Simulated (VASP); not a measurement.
# BaTiO3 (P4mm) in VASP: notebook, part 2 of 2

VASP 6.6.1. Earlier steps stand in the parts before.

## 3. Single point, PBEsol, non-collinear spin, zero start, spin-orbit coupling

INCAR

```
SYSTEM = BaTiO3
PREC     = Accurate       ! precision mode
ENCUT    = 520            ! plane-wave cutoff, eV
EDIFF    = 1E-6           ! SCF threshold, eV
ISMEAR   = 0              ! smearing method
SIGMA    = 0.02           ! smearing width, eV
LREAL    = .False.        ! projectors in reciprocal space
LASPH    = .True.         ! aspherical terms in the spheres
NELM     = 150            ! most SCF steps
ALGO     = Normal         ! electronic algorithm
ISIF     = 2              ! what is computed and relaxed
LWAVE    = .False.        ! write WAVECAR
LCHARG   = .True.         ! write CHGCAR
MAGMOM   = 0 0 0 0 0 0 0 0 0 0 0 0 0 0 0 ! initial moments
LORBIT   = 11             ! projections on sites
LSORBIT  = .True.         ! spin-orbit coupling
GGA_COMPAT= .False.      
LORBMOM  = .True.       
LMAXMIX  = 4              ! l up to which the mixer works
GGA      = PS             ! functional
LVHAR    = .True.       
NBANDS   = 55             ! bands
```

KPOINTS

```
regular mesh
0
Gamma
  5 5 5
  0 0 0
```

POSCAR

```
BaTiO3
1.0
    3.9998000000      0.0000000000      0.0000000000
    0.0000000000      3.9998000000      0.0000000000
    0.0000000000      0.0000000000      4.0180000000
Ba Ti O
1 1 3
Direct
    0.0000000000      0.0000000000      0.0000000000
    0.5000000000      0.5000000000      0.4900000000
    0.5000000000      0.5000000000      0.0190000000
    0.5000000000      0.0000000000      0.5170000000
    0.0000000000      0.5000000000      0.5170000000
```

Potentials or basis: VASP PAW PBE potentials, release 64 (Ba_sv, Ti_sv, O).

On the command line:

```console
cat potpaw_PBE.64/Ba_sv/POTCAR potpaw_PBE.64/Ti_sv/POTCAR potpaw_PBE.64/O/POTCAR > POTCAR
mpirun -np 1 vasp_ncl > vasp.out
```

OUTCAR:

```text
SYSTEM = BaTiO3
   PREC = Accurate
   ENCUT = 520
   EDIFF = 1E-6
   ISMEAR = 0
   LREAL = .False.
   LASPH = .True.
   NELM = 150
   ISIF = 2
   LORBIT = 11
   LSORBIT = .True.
   GGA = PS

 ion  position               nearest neighbor table
   1  0.000  0.000  0.000-   4 2.79   5 2.79   5 2.79   4 2.79   3 2.83   3 2.83   3 2.83   3 2.83
                             4 2.88   5 2.88   5 2.88   4 2.88   2 3.45   2 3.45   2 3.45   2 3.45
   2  0.500  0.500  0.490-   3 1.89   4 2.00   5 2.00   4 2.00   5 2.00   3 2.13   1 3.45   1 3.45
                             1 3.45   1 3.45   1 3.49   1 3.49   1 3.49   1 3.49
   3  0.500  0.500  0.019-   2 1.89   2 2.13   1 2.83   1 2.83   1 2.83   1 2.83
   4  0.500  0.000  0.517-   2 2.00   2 2.00   1 2.79   1 2.79   1 2.88   1 2.88
   5  0.000  0.500  0.517-   2 2.00   2 2.00   1 2.79   1 2.79   1 2.88   1 2.88

  LATTYP: Found a simple tetragonal cell.
 ALAT       =     3.9998000000
 C/A-ratio  =     1.0045502275

  Lattice vectors:

 A1 = (   3.9998000000,   0.0000000000,   0.0000000000)
 A2 = (   0.0000000000,   3.9998000000,   0.0000000000)
 A3 = (   0.0000000000,   0.0000000000,   4.0180000000)

Analysis of symmetry for initial positions (statically):
=====================================================================
 Subroutine PRICEL returns:
 Original cell was already a primitive cell.

 Routine SETGRP: Setting up the symmetry group for a
 simple tetragonal supercell.

 Subroutine GETGRP returns: Found  8 space group operations
 (whereof  8 operations were pure point group operations)
 out of a pool of 16 trial point group operations.

The static configuration has the point symmetry C_4v.

Analysis of symmetry for dynamics (positions and initial velocities):
=====================================================================
 Subroutine PRICEL returns:
 Original cell was already a primitive cell.

 Routine SETGRP: Setting up the symmetry group for a
 simple tetragonal supercell.

 Subroutine GETGRP returns: Found  8 space group operations
 (whereof  8 operations were pure point group operations)
[... 1563 lines left out ...]
 ----------------------------------------
            0.000  -0.000  -0.000

 orbital moment (z)

 # of ion     p       d       tot
 ----------------------------------------
  1         0.000   0.000   0.000
  2         0.000   0.000   0.000
  3         0.000   0.000   0.000
  4        -0.000   0.000  -0.000
  5         0.000   0.000   0.000
 ----------------------------------------
            0.000   0.000   0.000

 Spin-Orbit-Coupling matrix elements

 Ion:    1  E_soc:     -0.3866027
 l=   1
     0.0000000    -0.0642812    -0.0642802
    -0.0642812     0.0000000    -0.0642812
    -0.0642802    -0.0642812     0.0000000
 l=   2
     0.0000000    -0.0000347     0.0000000    -0.0000347    -0.0001175
    -0.0000347     0.0000000    -0.0000885    -0.0000348    -0.0000300
     0.0000000    -0.0000885     0.0000000    -0.0000885     0.0000000
    -0.0000347    -0.0000348    -0.0000885     0.0000000    -0.0000300
    -0.0001175    -0.0000300     0.0000000    -0.0000300     0.0000000
 l=   3
     0.0000000     0.0000000     0.0000000     0.0000000     0.0000000     0.0000000     0.0000000
     0.0000000     0.0000000     0.0000000     0.0000000     0.0000000     0.0000000     0.0000000
     0.0000000     0.0000000     0.0000000     0.0000000     0.0000000     0.0000000     0.0000000
     0.0000000     0.0000000     0.0000000     0.0000000     0.0000000     0.0000000     0.0000000
[... 69 lines left out ...]
 l=   2
     0.0000000     0.0000000     0.0000000     0.0000000     0.0000000
     0.0000000     0.0000000     0.0000000     0.0000000     0.0000000
     0.0000000     0.0000000     0.0000000     0.0000000     0.0000000
     0.0000000     0.0000000     0.0000000     0.0000000     0.0000000
     0.0000000     0.0000000     0.0000000     0.0000000     0.0000000
 l=   3
     0.0000000     0.0000000     0.0000000     0.0000000     0.0000000     0.0000000     0.0000000
     0.0000000     0.0000000     0.0000000     0.0000000     0.0000000     0.0000000     0.0000000
     0.0000000     0.0000000     0.0000000     0.0000000     0.0000000     0.0000000     0.0000000
     0.0000000     0.0000000     0.0000000     0.0000000     0.0000000     0.0000000     0.0000000
     0.0000000     0.0000000     0.0000000     0.0000000     0.0000000     0.0000000     0.0000000
     0.0000000     0.0000000     0.0000000     0.0000000     0.0000000     0.0000000     0.0000000
     0.0000000     0.0000000     0.0000000     0.0000000     0.0000000     0.0000000     0.0000000

 total charge

# of ion       s       p       d       tot
------------------------------------------
    1        2.003   5.632   0.337   7.972
    2        2.215   6.275   1.729  10.219
    3        1.561   3.446   0.000   5.008
    4        1.558   3.446   0.000   5.004
    5        1.558   3.446   0.000   5.004
--------------------------------------------------
tot          8.896  22.245   2.066  33.207

 magnetization (x)

# of ion       s       p       d       tot
------------------------------------------
    1        0.000   0.000   0.000   0.000
    2        0.000   0.000   0.000   0.000
    3        0.000   0.000   0.000   0.000
    4       -0.000  -0.000   0.000  -0.000
    5        0.000   0.000   0.000   0.000
--------------------------------------------------
tot         -0.000  -0.000   0.000  -0.000

 magnetization (y)

# of ion       s       p       d       tot
------------------------------------------
    1       -0.000   0.000   0.000  -0.000
    2        0.000   0.000   0.000   0.000
    3        0.000   0.000   0.000   0.000
    4        0.000   0.000   0.000   0.000
    5        0.000   0.000   0.000   0.000
--------------------------------------------------
tot         -0.000   0.000   0.000  -0.000

 magnetization (z)

# of ion       s       p       d       tot
------------------------------------------
    1        0.000   0.000   0.000   0.000
    2        0.000   0.000   0.000   0.000
    3        0.000   0.000   0.000   0.000
    4        0.000   0.000   0.000   0.000
    5        0.000   0.000   0.000   0.000
--------------------------------------------------
tot          0.000   0.000   0.000   0.000
```

OSZICAR:

```text
N       E                     dE             d eps       ncg     rms          rms(c)
DAV:   1     0.483916997939E+03    0.48392E+03   -0.19623E+04  3300   0.158E+03
DAV:   2     0.195124553581E+02   -0.46440E+03   -0.43080E+03  3502   0.457E+02
DAV:   3    -0.478381616815E+02   -0.67351E+02   -0.66028E+02  4268   0.170E+02
DAV:   4    -0.522436467461E+02   -0.44055E+01   -0.43905E+01  5048   0.396E+01
DAV:   5    -0.524364631290E+02   -0.19282E+00   -0.19267E+00  4560   0.710E+00    0.233E+01
DAV:   6    -0.422706569584E+02    0.10166E+02   -0.46684E+01  4948   0.668E+01    0.972E+00
DAV:   7    -0.423560265210E+02   -0.85370E-01   -0.87154E+00  4527   0.235E+01    0.709E+00
DAV:   8    -0.421832923783E+02    0.17273E+00   -0.68774E-01  4484   0.788E+00    0.330E+00
DAV:   9    -0.421955728894E+02   -0.12281E-01   -0.22080E-01  4975   0.373E+00    0.121E+00
DAV:  10    -0.421862379925E+02    0.93349E-02   -0.51749E-02  4172   0.283E+00    0.420E-01
DAV:  11    -0.421849153817E+02    0.13226E-02   -0.74186E-03  4521   0.535E-01    0.137E-01
DAV:  12    -0.421848631477E+02    0.52234E-04   -0.36345E-04  4631   0.166E-01    0.456E-02
DAV:  13    -0.421848565324E+02    0.66153E-05   -0.52484E-05  4314   0.633E-02    0.256E-02
DAV:  14    -0.421848510117E+02    0.55207E-05   -0.28529E-05  4562   0.538E-02    0.946E-03
DAV:  15    -0.421848505990E+02    0.41270E-06   -0.82244E-06  5129   0.258E-02
   1 F= -.42184851E+02 E0= -.42184851E+02  d E =-.224532E-67  mag=    -0.0000    -0.0000    -0.0000
```

stdout:

```text
POSCAR found type information on POSCAR BaTiO
 POSCAR found :  3 types and       5 ions
 scaLAPACK will be used
 -----------------------------------------------------------------------------
|                                                                             |
|                                                                             |
|     You enforced a specific xc type in the INCAR file but a different       |
|     I HOPE YOU KNOW WHAT YOU ARE DOING!                                     |
|                                                                             |
 -----------------------------------------------------------------------------

 LDA part: xc-table for (Slater+PW92), standard interpolation
 POSCAR, INCAR and KPOINTS ok, starting setup
 FFT: planning ... GRIDC
 FFT: planning ... GRID_SOFT
 FFT: planning ... GRID
 WAVECAR not read
 entering main loop
```

It took 1.7 min on 1 thread of Intel Xeon 6975P-C (Granite Rapids), shared host; peak memory 0.37 GiB.

What came out:

* Free energy: -42.1849 eV
* Pressure: -2.0 GPa
* Largest force: 0.329 eV/Å
* Net moment: 0.00 μB per cell
* Valence electrons inside the program's atomic spheres: Ba 7.97; Ti 10.22; O 5.01, 5.00 (each value once)

Forces on the atoms (eV/Å):
```
Ba   0.000  0.000  0.054
Ti   0.000  0.000 -0.161
O    0.000  0.000  0.329
O    0.000  0.000 -0.111
O    0.000  0.000 -0.111
```

Stress tensor (GPa, compression positive):
```
-2.32  0.00  0.00
 0.00 -2.32  0.00
 0.00  0.00 -1.35
```

Moments on the atoms (μB; x, y, z):
```
Ba  0.00 0.00 0.00
Ti  0.00 0.00 0.00
O   0.00 0.00 0.00
O   0.00 0.00 0.00
O   0.00 0.00 0.00
```

Caveat: the PAW data sets were made with another functional, which shifts forces and pressure a little.
